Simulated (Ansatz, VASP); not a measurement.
**Two plane-wave programs on Mg**

INCAR

```
PREC = Accurate ; ENCUT = 520
EDIFF = 1E-8 ; ISMEAR = -1
SIGMA = 0.05 ; LREAL = False
LASPH = True ; NELM = 80
ALGO = Normal ; ISIF = 2
LWAVE = False ; LCHARG = False
GGA = PS ; LEFG = True
NBANDS = 7
```

KPOINTS

```
Automatic mesh
0
Gamma
  15 15 15
```

The input POSCAR:

```
Mg
1.0
   -1.8359916300      1.8359916300      1.6794040200
    1.8359916300     -1.8359916300      1.6794040200
    1.8359916300      1.8359916300     -1.6794040200
Mg
1
Direct
    0.0000000000      0.0000000000      0.0000000000
```

Input for Ansatz:

```yaml
crystal:
  lattice:
    - [-1.83599163, 1.83599163, 1.67940402]
    - [1.83599163, -1.83599163, 1.67940402]
    - [1.83599163, 1.83599163, -1.67940402]
  atoms:
    - { symbol: Mg, position: [0.0, 0.0, 0.0] }
kpoints:
  mp_grid: { grid: [15, 15, 15] }
  band_path:
    path:
      - [0.0, 0.0, 0.0]
      - [0.0, 0.0, 0.5]
      - [-0.5, 0.5, 0.5]
      - [0.0, 0.0, 0.0]
      - [0.4591746214, 0.4591746214, -0.4591746214]
      - [-0.4591746214, 0.5408253786, 0.4591746214]
      - [-0.5, 0.5, 0.5]
      - [0.0, 0.0, 0.5]
      - [0.25, 0.25, 0.25]
    npoints: 8
scf:
  occupations: { method: fermi_dirac, width: 0.05 }
hamiltonian:
  xc: pbesol
  pseudopotentials: { kind: paw }
output:
  forces: true
  stress: true
  eigenvalues: true
  efg: { contact_densities: true }
  populations: true
  bader: true
  dos: { projected: true, de: 0.2, e_range: [-14, 8] }
  write_density: true
  write_potential: true
  elf: true
  volumetric_format: npy
```

Alike in both runs: task electric field gradients; functional PBEsol; k mesh 15 × 15 × 15; occupations fermi-dirac, width 0.05 eV; no spin polarisation.

|  | VASP | Ansatz |
| --- | --- | --- |
| version | VASP 6.6.1 | Ansatz 0.2.0 |
| potentials or method | VASP PAW PBE potentials, release 64 (Mg) | PAW with Ansatz's default frozen-core files, scalar-relativistic |
| plane-wave cutoff (eV) | 520 | 420 |
| valence electrons in the cell | 2 | 10 |

```tsv
	VASP	Ansatz	Ansatz less VASP
pressure (GPa)	-0.2	-0.2	+0.05
traceless stress, the component that is largest in VASP (GPa)	0.25	0.24	-0.003
size of Vzz on the site where it differs most (V/Å²)	2.3	2.4	+0.16
```

VASP's potentials were made for PBE, not for PBEsol. VASP's potentials hold 2 valence electrons a cell and Ansatz's 10, so a difference there can come from the potentials and not from the codes.
